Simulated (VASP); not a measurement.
# Rh (P6_3/mmc) in VASP: notebook, part 2 of 2

VASP 6.6.1.

### 4 Single point, LDA

INCAR reads:

```
PREC = Accurate ; ENCUT = 500
EDIFF = 1E-6 ; ISMEAR = 0
SIGMA = 0.1 ; LREAL = False
LASPH = True ; NELM = 120
ALGO = Normal ; ISIF = 2
LWAVE = False ; LCHARG = False
GGA = CA ; NBANDS = 22
GGA_COMPAT = False
```

KPOINTS reads:

```
regular mesh
0
Gamma
  6 6 4
```

POSCAR reads:

```
Rh
1.0
    2.7309790422      0.0000000000      0.0000000000
   -1.3654895211      2.3650972278      0.0000000000
    0.0000000000      0.0000000000      4.4284890000
Rh
2
Direct
    0.6666666667      0.3333333333      0.7500000000
    0.3333333333      0.6666666667      0.2500000000
```

Potentials or basis: VASP PAW LDA potentials, release 64 (Rh_pv).

Run with:

```bash
cat potpaw_LDA.64/Rh_pv/POTCAR > POTCAR
mpirun -np 1 vasp_std > vasp.out
```

OUTCAR:

```text
PREC = Accurate
   ENCUT = 500
   EDIFF = 1E-6
   ISMEAR = 0
   LREAL = False
   LASPH = True
   NELM = 120
   ISIF = 2
   GGA = CA

 ion  position               nearest neighbor table
   1  0.667  0.333  0.750-   2 2.72   2 2.72   2 2.72   2 2.72   2 2.72   2 2.72
   2  0.333  0.667  0.250-   1 2.72   1 2.72   1 2.72   1 2.72   1 2.72   1 2.72

  LATTYP: Found a hexagonal cell.
 ALAT       =     2.7309790422
 C/A-ratio  =     1.6215756077

  Lattice vectors:

 A1 = (   2.7309790422,   0.0000000000,   0.0000000000)
 A2 = (  -1.3654895211,   2.3650972278,   0.0000000000)
 A3 = (   0.0000000000,   0.0000000000,   4.4284890000)

Analysis of symmetry for initial positions (statically):
=====================================================================
 Subroutine PRICEL returns:
 Original cell was already a primitive cell.

 Routine SETGRP: Setting up the symmetry group for a
 hexagonal supercell.

 Subroutine GETGRP returns: Found 24 space group operations
 (whereof 12 operations were pure point group operations)
 out of a pool of 24 trial point group operations.

The static configuration has the point symmetry D_3d.
 The point group associated with its full space group is D_6h.

Analysis of symmetry for dynamics (positions and initial velocities):
=====================================================================
 Subroutine PRICEL returns:
 Original cell was already a primitive cell.

 Routine SETGRP: Setting up the symmetry group for a
 hexagonal supercell.

 Subroutine GETGRP returns: Found 24 space group operations
 (whereof 12 operations were pure point group operations)
 out of a pool of 24 trial point group operations.

The dynamic configuration has the point symmetry D_3d.
 The point group associated with its full space group is D_6h.
[... 106 lines left out ...]
   NELECT =      30.0000    total number of electrons
   NUPDOWN=      -1.0000    fix difference up-down
   EMIN   =  10.00;   EMAX   =-10.00  energy-range for DOS
   EFERMI =   0.00;   METHOD = LEGACY
   ISMEAR =     0;   SIGMA  =   0.10  broadening in eV -4-tet -1-fermi 0-gaus
   EFERMI_NEDOS =   21; number of points for ismear=-14 and -15
   IALGO  =     38    algorithm
   IMIX   =      4    mixing-type and parameters
     AMIX     =   0.40;   BMIX     =  1.00
     AMIX_MAG =   1.60;   BMIX_MAG =  1.00
  volume/ion in A,a.u.               =      14.30        96.51
  Fermi-wavevector in a.u.,A,eV,Ry     =   1.663314  3.143208 37.642066  2.766614
  Thomas-Fermi vector in A             =   2.750053
   LORBIT       =      0    0 simple, 1 ext, 2 COOP (PROOUT), +10 PAW based schemes
   GGA     = CA    functional components
   LHFCALC =     F    Hartree Fock is set to
   AEXX    =    0.0000 exact exchange contribution
   IVDW    =     0    specifies the selected vdW correction
   LEPSILON=     F    determine dielectric tensor
   LRPA    =     F    only Hartree local field effects (RPA)
 non-spin polarized calculation
 Gauss-broadening in eV      SIGMA  =   0.10
  energy-cutoff  :      500.00
  volume of cell :       28.60
 maximum number of plane-waves:       756
 NGX is ok and might be reduce to    20
   NGX =  9   NGY =  9   NGZ = 17

 number of electron      30.0000011 magnetization

 Free energy of the ion-electron system (eV)
  ---------------------------------------------------
  ext. energy  EPLUGINS =         0.00000000
  ---------------------------------------------------
  free energy    TOTEN  =       -17.14061561 eV

  energy without entropy =      -17.12761776  energy(sigma->0) =      -17.13411668

 E-fermi :  10.9729     XC(G=0): -14.1009

 val. band max:       10.9671890430   @ k =   0.1667   0.1667   0.0000
 cond. band min:      10.9901653122   @ k =   0.3333   0.3333   0.0000
 fundamental gap:      0.0229762691
 Fermi energy:        10.9728914724

 k-point     1 :       0.0000    0.0000    0.0000
  band No.  band energies     occupation
      1     -35.7891      2.00000
      2     -35.1667      2.00000
      3     -35.1667      2.00000
      4     -35.1272      2.00000
      5     -35.0721      2.00000
      6     -35.0721      2.00000
[... 514 lines left out ...]
     21      20.9844      0.00000
     22      20.9844      0.00000

------------------------ aborting loop because EDIFF is reached ----------------------------------------

  FORCE on cell =-STRESS in cart. coord.  units (eV):
  Direction    XX          YY          ZZ          XY          YZ          ZX
  --------------------------------------------------------------------------------------
  -------------------------------------------------------------------------------------
  Total       -2.9995363     -2.9995363     -3.9833825      0.0000000      0.0000000      0.0000000
  in kB     -168.0125674   -168.0125674   -223.1205955      0.0000000      0.0000000      0.0000000
  external PRESSURE =    -186.3819101 kB  Pullay stress =       0.0000000 kB

 VOLUME and BASIS-vectors are now :
 -----------------------------------------------------------------------------
  energy-cutoff  :      500.00
  volume of cell :       28.60
      direct lattice vectors                 reciprocal lattice vectors
     2.730979042  0.000000000  0.000000000     0.366169049  0.211407799  0.000000000
    -1.365489521  2.365097228  0.000000000     0.000000000  0.422815599  0.000000000
     0.000000000  0.000000000  4.428489000     0.000000000  0.000000000  0.225810655

 POSITION                                       TOTAL-FORCE (eV/Angst)
 -----------------------------------------------------------------------------------
      1.36549      0.78837      3.32137        -0.000000     -0.000000      0.000000
     -0.00000      1.57673      1.10712         0.000000      0.000000      0.000000
 -----------------------------------------------------------------------------------
    total drift:                               -0.000000      0.000000     -0.000000

  FREE ENERGIE OF THE ION-ELECTRON SYSTEM (eV)
  ---------------------------------------------------
  free  energy   TOTEN  =       -17.1406156069 eV

  energy  without entropy=      -17.1276177595  energy(sigma->0) =      -17.13411668
```

stdout:

```text
POSCAR found type information on POSCAR Rh
 POSCAR found :  1 types and       2 ions
 scaLAPACK will be used
 LDA part: xc-table for (Slater(with rela. corr.)+CA(PZ))
 , standard interpolation
 POSCAR, INCAR and KPOINTS ok, starting setup
 FFT: planning ... GRIDC
 FFT: planning ... GRID_SOFT
 FFT: planning ... GRID
 WAVECAR not read
 entering main loop
```

Run time: 6.6 s. Hardware: 1 thread of Intel Xeon Platinum 8375C at 2.90GHz (Ice Lake), shared host; peak memory 0.13 GiB.

Results:

- Free energy: -17.1406 eV
- Pressure: -18.6 GPa
- Band gap on the k mesh: zero (band 15 reaches 11.69 eV, above the bottom of band 16 at 9.38 eV)

Levels at points of the mesh, in eV from the Fermi level:
| k point | band 13 | band 14 | band 15 | band 16 | band 17 | band 18 |
| --- | --- | --- | --- | --- | --- | --- |
| (0.00, 0.00, 0.00) | -2.26 | -1.71 | -1.71 | 0.22 | 0.22 | 0.80 |
| (0.50, 0.00, 0.00) | -1.95 | 0.54 | 0.68 | 0.83 | 3.02 | 5.04 |
| (0.00, 0.00, 0.50) | -2.85 | -2.85 | -0.32 | -0.32 | -0.32 | -0.32 |
| (0.50, 0.00, 0.50) | -0.19 | -0.19 | 0.72 | 0.72 | 2.70 | 2.70 |

Caveat: the k points lie up to 0.44 Å⁻¹ apart.

### 5 Single point, PBE

INCAR reads:

```
SYSTEM = Rh
  PREC = Accurate
  ENCUT = 500
  EDIFF = 1E-6
  ISMEAR = 0
  SIGMA = 0.058
  LREAL = .False.
  LASPH = .True.
  NELM = 120
  ALGO = Normal
  ISIF = 2
  LWAVE = .False.
  LCHARG = .False.
  GGA = PE
  NBANDS = 22
  ISYM = 0
  GGA_COMPAT = .False.
```

KPOINTS reads:

```
Automatic mesh
0
Gamma
  5 2 4
  0.5 0.5 0.5
```

POSCAR is that of step 4.

Potentials or basis: VASP PAW PBE potentials, release 64 (Rh_pv).

Run with:

```bash
cat potpaw_PBE.64/Rh_pv/POTCAR > POTCAR
mpirun -np 1 vasp_std > vasp.out
```

Wall time 11 s (1 thread of Intel Xeon Platinum 8375C at 2.90GHz (Ice Lake), shared host); peak memory 0.14 GiB.

The run converged. Its results:

```yaml
Free_energy: -14.9593 eV
Pressure: -8.7 GPa
Largest_force: 0.059 eV/Å
Band_gap_on_the_k_mesh: zero (band 15 reaches 11.16 eV, above the bottom of band 16 at 10.27 eV)
```

Forces on the atoms (eV/Å):
```
Rh  -0.033  0.049  0.000
Rh   0.033 -0.049  0.000
```

Stress tensor (GPa, compression positive):
```
 -4.94  -2.14   0.00
 -2.14  -0.92   0.00
  0.00   0.00 -20.24
```

Levels at points of the mesh, in eV from the Fermi level:
```
           k point  band 11  band 12  band 13  band 14  band 15  band 16  band 17  band 18  band 19  band 20
(0.10, 0.25, 0.12)    -2.86    -2.37    -1.89    -0.89    -0.31     0.01     0.60     6.12    10.17    11.83
```

Caveat: the k points lie up to 1.33 Å⁻¹ apart.

### 6 Single point, LDA

INCAR reads:

```
SYSTEM = Rh
  PREC = Accurate
  ENCUT = 500
  EDIFF = 1E-6
  ISMEAR = 0
  SIGMA = 0.1
  LREAL = .FALSE.
  LASPH = .TRUE.
  NELM = 120
  ALGO = Normal
  ISIF = 2
  LWAVE = .FALSE.
  LCHARG = .FALSE.
  NBANDS = 22
  GGA_COMPAT = .FALSE.
```

KPOINTS reads:

```
Automatic mesh
0
G
  6 6 4
  0 0 0
```

POSCAR is that of step 5.

Potentials or basis: VASP PAW LDA potentials, release 64 (Rh_pv).

Run with:

```bash
cat potpaw_LDA.64/Rh_pv/POTCAR > POTCAR
mpirun -np 1 vasp_std > vasp.out
```

It took 11 s on 1 thread of Intel Xeon Platinum 8375C at 2.90GHz (Ice Lake), shared host; peak memory 0.13 GiB.

The run converged. Its results:

* Free energy: -17.1406 eV
* Pressure: -18.6 GPa
* Band gap on the k mesh: zero (band 15 reaches 11.69 eV, above the bottom of band 16 at 9.38 eV)

Stress tensor (GPa, compression positive):
```
-16.80   0.00   0.00
  0.00 -16.80   0.00
  0.00   0.00 -22.31
```

Levels at points of the mesh, in eV from the Fermi level:
| k point | band 12 | band 13 | band 14 | band 15 | band 16 | band 17 | band 18 | band 19 |
| --- | --- | --- | --- | --- | --- | --- | --- | --- |
| (0.00, 0.00, 0.00) | -2.26 | -2.26 | -1.71 | -1.71 | 0.22 | 0.22 | 0.80 | 8.25 |
| (0.50, 0.00, 0.00) | -2.04 | -1.95 | 0.54 | 0.68 | 0.83 | 3.02 | 5.04 | 10.08 |
| (0.00, 0.00, 0.50) | -2.85 | -2.85 | -2.85 | -0.32 | -0.32 | -0.32 | -0.32 | 14.73 |
| (0.50, 0.00, 0.50) | -1.49 | -0.19 | -0.19 | 0.72 | 0.72 | 2.70 | 2.70 | 9.02 |

Caveat: the k points lie up to 0.44 Å⁻¹ apart.

### 7 The runs side by side

```tsv
level	potentials or basis	k mesh	smearing	gap on the mesh (eV)	pressure (GPa)
PBE	VASP PAW PBE potentials, release 64 (Rh_pv)	6 × 6 × 4	gaussian 0.1 eV	none	-3.3
LDA	VASP PAW LDA potentials, release 64 (Rh_pv)	6 × 6 × 4	gaussian 0.1 eV	none	-18.6
PBE	VASP PAW PBE potentials, release 64 (Rh_pv)	5 × 2 × 4, shifted	gaussian 0.058 eV	none	-8.7
```

Alike in all rows: task single point; no spin polarisation; cell as given; cutoff (eV) 500.

Caveats: all runs use coarse meshes.

Total energies depend on the potentials used, so only differences within one code and one set of settings carry meaning.
